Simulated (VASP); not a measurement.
# Si2Mo (I4/mmm) in VASP: single point with PBE

Aim: the single point of Si2Mo with PBE.

Program: VASP 6.6.1. These are calculated values, not measurements. Logs are shortened: lines on timing, memory, paths and dates and some standing lists are left out, and cuts for length are marked.

## Step 1: The cell of the first run

The structure is tetragonal, space group I4/mmm (No. 139). The conventional cell has a = 3.200 Å, b = 3.200 Å, c = 7.861 Å, α = 90.00°, β = 90.00°, γ = 90.00°. Mo (site symmetry 4/mmm) has 10 Si at 2.62 Å and 4 Mo at 3.20 Å within 3.5 Å. Within 3.4 Å of Si (site symmetry 4mm) lie 9 Si at 2.61 to 3.20 Å and 5 Mo at 2.62 Å.

## Step 2: Single point, PBE

Input file INCAR:

```
PREC = Accurate
ENCUT = 500
EDIFF = 1E-6
ISMEAR = 0
SIGMA = 0.023
LREAL = F
LASPH = T
NELM = 120
ALGO = Normal
ISIF = 2
LWAVE = F
LCHARG = F
GGA = PE
NBANDS = 18
GGA_COMPAT = F
```

Input file KPOINTS:

```
Automatic mesh
0
Gamma
  12 12 12
```

Input file POSCAR:

```
Si2Mo
1.0
   -1.6000000000      1.6000000000      3.9305000000
    1.6000000000     -1.6000000000      3.9305000000
    1.6000000000      1.6000000000     -3.9305000000
Mo Si
1 2
Direct
    0.0000000000      0.0000000000      0.0000000000
    0.6670000000      0.6670000000      0.0000000000
    0.3330000000      0.3330000000      0.0000000000
```

Potentials or basis: VASP PAW PBE potentials, release 64 (Mo_sv, Si).

Started as:

```console
$ cat potpaw_PBE.64/Mo_sv/POTCAR potpaw_PBE.64/Si/POTCAR > POTCAR
$ mpirun -np 1 vasp_std > vasp.out
```

OUTCAR:

```text
PREC = Accurate
   ENCUT = 500
   EDIFF = 1E-6
   ISMEAR = 0
   LREAL = F
   LASPH = T
   NELM = 120
   ISIF = 2
   GGA = PE

 ion  position               nearest neighbor table
   1  0.000  0.000  0.000-   2 2.62   3 2.62   2 2.62   3 2.62   2 2.62   3 2.62   3 2.62   2 2.62
                             2 2.62   3 2.62
   2  0.667  0.667  0.000-   3 2.61   3 2.61   3 2.61   3 2.61   1 2.62   1 2.62   1 2.62   1 2.62
                             1 2.62   3 2.63
   3  0.333  0.333  0.000-   2 2.61   2 2.61   2 2.61   2 2.61   1 2.62   1 2.62   1 2.62   1 2.62
                             1 2.62   2 2.63

  LATTYP: Found a body centered tetragonal cell.
 ALAT       =     3.2000000000
 C/A-ratio  =     2.4565625000

  Lattice vectors:

 A1 = (  -1.6000000000,   1.6000000000,   3.9305000000)
 A2 = (   1.6000000000,  -1.6000000000,   3.9305000000)
 A3 = (   1.6000000000,   1.6000000000,  -3.9305000000)

Analysis of symmetry for initial positions (statically):
=====================================================================
 Subroutine PRICEL returns:
 Original cell was already a primitive cell.

 Routine SETGRP: Setting up the symmetry group for a
 body centered tetragonal supercell.

 Subroutine GETGRP returns: Found 16 space group operations
 (whereof 16 operations were pure point group operations)
 out of a pool of 16 trial point group operations.

The static configuration has the point symmetry D_4h.

Analysis of symmetry for dynamics (positions and initial velocities):
=====================================================================
 Subroutine PRICEL returns:
 Original cell was already a primitive cell.

 Routine SETGRP: Setting up the symmetry group for a
 body centered tetragonal supercell.

 Subroutine GETGRP returns: Found 16 space group operations
 (whereof 16 operations were pure point group operations)
 out of a pool of 16 trial point group operations.

The dynamic configuration has the point symmetry D_4h.

 Subroutine INISYM returns: Found 16 space group operations
 (whereof 16 operations are pure point group operations),
 and found     1 'primitive' translations

----------------------------------------------------------------------------------------

                                     Primitive cell

  volume of cell :      40.2483

  direct lattice vectors                    reciprocal lattice vectors
    -1.600000000  1.600000000  3.930500000     0.000000000  0.312500000  0.127210279
     1.600000000 -1.600000000  3.930500000     0.312500000  0.000000000  0.127210279
     1.600000000  1.600000000 -3.930500000     0.312500000  0.312500000  0.000000000

  length of vectors
     4.535287229  4.535287229  4.535287229     0.337399918  0.337399918  0.441941738

  position of ions in fractional coordinates (direct lattice)
     0.000000000  0.000000000  0.000000000
     0.667000000  0.667000000  0.000000000
     0.333000000  0.333000000  0.000000000

  ion indices of the primitive-cell ions
   primitive index   ion index
                 1           1
                 2           2
                 3           3

----------------------------------------------------------------------------------------

 KPOINTS: Automatic mesh

Automatic generation of k-mesh.
 Grid dimensions read from file:
 generate k-points for:   12   12   12

 Generating k-lattice:

  Cartesian coordinates                     Fractional coordinates (reciprocal lattice)
     0.000000000  0.026041667  0.010600857     0.083333333  0.000000000 -0.000000000
     0.026041667  0.000000000  0.010600857     0.000000000  0.083333333 -0.000000000
     0.026041667  0.026041667  0.000000000     0.000000000  0.000000000  0.083333333

  Length of vectors
     0.028116660  0.028116660  0.036828478

  Shift w.r.t. Gamma in fractional coordinates (k-lattice)
     0.000000000  0.000000000  0.000000000

 Subroutine IBZKPT returns following result:
 ===========================================

 Found    163 irreducible k-points:

 Following reciprocal coordinates:
            Coordinates               Weight
  0.000000  0.000000  0.000000      1.000000
  0.083333 -0.000000  0.000000      8.000000
  0.166667 -0.000000  0.000000      8.000000
  0.250000 -0.000000  0.000000      8.000000
  0.333333 -0.000000  0.000000      8.000000
  0.416667  0.000000  0.000000      8.000000
[... 16 lines left out ...]
  0.500000  0.166667  0.000000     16.000000
 -0.416667  0.166667  0.000000     16.000000
 [... further k-points ...]
   k-points           NKPTS =    163   k-points in BZ     NKDIM =    163   number of bands    NBANDS=     18
   number of dos      NEDOS =    301   number of ions     NIONS =      3
   total plane-waves  NPLWV =  46656
   dimension x,y,z NGX =    36 NGY =   36 NGZ =   36
   dimension x,y,z NGXF=    72 NGYF=   72 NGZF=   72
   ions per type =               1   2
   NGX,Y,Z   is equivalent  to a cutoff of  13.20, 13.20, 13.20 a.u.
   NGXF,Y,Z  is equivalent  to a cutoff of  26.39, 26.39, 26.39 a.u.
 SYSTEM =  unknown system
   PREC   = accura    normal or accurate (medium, high low for compatibility)
   ISTART =      0    job   : 0-new  1-cont  2-samecut
   ICHARG =      2    charge: 1-file 2-atom 10-const
   ISPIN  =      1    spin polarized calculation?
   LNONCOLLINEAR =      F non collinear calculations
   LSORBIT =      F    spin-orbit coupling
   LASPH  =      T    aspherical Exc in radial PAW
   ENCUT  =  500.0 eV  36.75 Ry    6.06 a.u.   8.27  8.27  8.27*2*pi/ulx,y,z
   NELM   =    120;   NELMIN=  2; NELMDL= -5     # of ELM steps
   EDIFF  = 0.1E-05   stopping-criterion for ELM
   LREAL  =      F    real-space projection
   EDIFFG = 0.1E-04   stopping-criterion for IOM
   NSW    =      0    number of steps for IOM
   IBRION =     -1    ionic relax: 0-MD 1-quasi-New 2-CG
   NFREE  =      0    steps in history (QN), initial steepest desc. (CG)
   ISIF   =      2    stress and relaxation
   ISYM   =      2    0-nonsym 1-usesym 2-fastsym
   POTIM  = 0.5000    time-step for ionic-motion
   TEBEG  =    0.0;   TEEND  =   0.0 temperature during run
   PSTRESS=    0.0 pullay stress
   NELECT =      22.0000    total number of electrons
   NUPDOWN=      -1.0000    fix difference up-down
   EMIN   =  10.00;   EMAX   =-10.00  energy-range for DOS
   EFERMI =   0.00;   METHOD = LEGACY
   ISMEAR =     0;   SIGMA  =   0.02  broadening in eV -4-tet -1-fermi 0-gaus
   EFERMI_NEDOS =   21; number of points for ismear=-14 and -15
   IALGO  =     38    algorithm
   IMIX   =      4    mixing-type and parameters
     AMIX     =   0.40;   BMIX     =  1.00
     AMIX_MAG =   1.60;   BMIX_MAG =  1.00
  volume/ion in A,a.u.               =      13.42        90.54
  Fermi-wavevector in a.u.,A,eV,Ry     =   1.338546  2.529484 24.377614  1.791704
  Thomas-Fermi vector in A             =   2.467007
   LORBIT       =      0    0 simple, 1 ext, 2 COOP (PROOUT), +10 PAW based schemes
   GGA     = PE    functional components
   LHFCALC =     F    Hartree Fock is set to
   AEXX    =    0.0000 exact exchange contribution
   IVDW    =     0    specifies the selected vdW correction
   LEPSILON=     F    determine dielectric tensor
   LRPA    =     F    only Hartree local field effects (RPA)
 non-spin polarized calculation
 Gauss-broadening in eV      SIGMA  =   0.02
  energy-cutoff  :      500.00
  volume of cell :       40.25
 maximum number of plane-waves:      1042
 NGX is ok and might be reduce to    36
   NGX = 17   NGY = 17   NGZ = 17

 number of electron      22.0000000 magnetization

 Free energy of the ion-electron system (eV)
  ---------------------------------------------------
  ext. energy  EPLUGINS =         0.00000000
  ---------------------------------------------------
  free energy    TOTEN  =       -23.25219984 eV

  energy without entropy =      -23.25206088  energy(sigma->0) =      -23.25213036

 E-fermi :  12.3125     XC(G=0): -12.4280

 val. band max:       12.2039824817   @ k =  -0.3333  -0.4167   0.3333
 cond. band min:      12.3158906038   @ k =   0.0833  -0.0000   0.0000
 fundamental gap:      0.1119081221
 Fermi energy:        12.3125486124

 k-point     1 :       0.0000    0.0000    0.0000
  band No.  band energies     occupation
      1     -48.4679      2.00000
      2     -22.6303      2.00000
      3     -22.5334      2.00000
      4     -22.5334      2.00000
      5      -1.1899      2.00000
      6       5.9293      2.00000
[... 10 lines left out ...]
     17      17.2935      0.00000
     18      17.2935      0.00000

 k-point     2 :       0.0833   -0.0000    0.0000
  band No.  band energies     occupation
      1     -48.4666      2.00000
      2     -22.6290      2.00000
      3     -22.5508      2.00000
      4     -22.5318      2.00000
      5      -1.0640      2.00000
      6       5.9348      2.00000
[... 10 lines left out ...]
     17      17.4222      0.00000
     18      18.0358      0.00000

 k-point     3 :       0.1667   -0.0000    0.0000
  band No.  band energies     occupation
      1     -48.4632      2.00000
      2     -22.6255      2.00000
      3     -22.5981      2.00000
      4     -22.5274      2.00000
      5      -0.6928      2.00000
      6       5.8842      2.00000
[... 10 lines left out ...]
     17      18.1393      0.00000
     18      19.4978      0.00000

 k-point     4 :       0.2500   -0.0000    0.0000
  band No.  band energies     occupation
      1     -48.4586      2.00000
      2     -22.6624      2.00000
      3     -22.6203      2.00000
      4     -22.5214      2.00000
      5      -0.0952      2.00000
      6       5.5313      2.00000
[... 375 lines left out ...]
      4     -22.5720      2.00000
      5       2.2221      2.00000
      6       3.7381      2.00000
[... 10 lines left out ...]
     17      19.6487      0.00000
     18      21.1539      0.00000

 k-point    23 :       0.5000    0.1667    0.0000
  band No.  band energies     occupation
      1     -48.4449      2.00000
      2     -22.7785      2.00000
      3     -22.6035      2.00000
      4     -22.5700      2.00000
      5       2.7280      2.00000
      6       3.2277      2.00000
[... 10 lines left out ...]
     17      19.8086      0.00000
     18      21.0254      0.00000

 k-point    24 :      -0.4167    0.1667    0.0000
  band No.  band energies     occupation
      1     -48.4462      2.00000
      2     -22.7620      2.00000
      3     -22.6037      2.00000
      4     -22.5718      2.00000
      5       1.7500      2.00000
      6       4.2599      2.00000
[... 10 lines left out ...]
     17      19.5929      0.00000
     18      20.4377      0.00000

 [... further k-points ...]

------------------------ aborting loop because EDIFF is reached ----------------------------------------

  FORCE on cell =-STRESS in cart. coord.  units (eV):
  Direction    XX          YY          ZZ          XY          YZ          ZX
  --------------------------------------------------------------------------------------
  -------------------------------------------------------------------------------------
  Total        0.7021285      0.7021285      0.4101943      0.0000000     -0.0000000      0.0000000
  in kB       27.9498484     27.9498484     16.3287310      0.0000000     -0.0000000      0.0000000
  external PRESSURE =      24.0761426 kB  Pullay stress =       0.0000000 kB

 VOLUME and BASIS-vectors are now :
 -----------------------------------------------------------------------------
  energy-cutoff  :      500.00
  volume of cell :       40.25
      direct lattice vectors                 reciprocal lattice vectors
    -1.600000000  1.600000000  3.930500000     0.000000000  0.312500000  0.127210279
     1.600000000 -1.600000000  3.930500000     0.312500000  0.000000000  0.127210279
     1.600000000  1.600000000 -3.930500000     0.312500000  0.312500000  0.000000000

 POSITION                                       TOTAL-FORCE (eV/Angst)
 -----------------------------------------------------------------------------------
      0.00000      0.00000      0.00000        -0.000000     -0.000000      0.000000
      0.00000      0.00000      5.24329         0.000000      0.000000     -0.271577
      0.00000      0.00000      2.61771         0.000000      0.000000      0.271577
 -----------------------------------------------------------------------------------
    total drift:                                0.000000      0.000000     -0.000000

  FREE ENERGIE OF THE ION-ELECTRON SYSTEM (eV)
  ---------------------------------------------------
  free  energy   TOTEN  =       -23.2521998439 eV

  energy  without entropy=      -23.2520608841  energy(sigma->0) =      -23.25213036
```

It took 2.3 min on 1 thread of Intel Xeon 8259CL, shared host; peak memory 0.27 GiB.

Results:

```
Free energy            : -23.2522 eV
Pressure               : 2.4 GPa
Largest force          : 0.272 eV/Å
Band gap on the k mesh : zero (bands 11 and 12 overlap by 1.04 eV)
```

Forces on the atoms (eV/Å):
```
Mo   0.000  0.000  0.000
Si   0.000  0.000 -0.272
Si   0.000  0.000  0.272
```

Stress tensor (GPa, compression positive):
```
2.79 0.00 0.00
0.00 2.79 0.00
0.00 0.00 1.63
```

The gap in the log of VASP goes by the Fermi energy; the results here count the filled bands.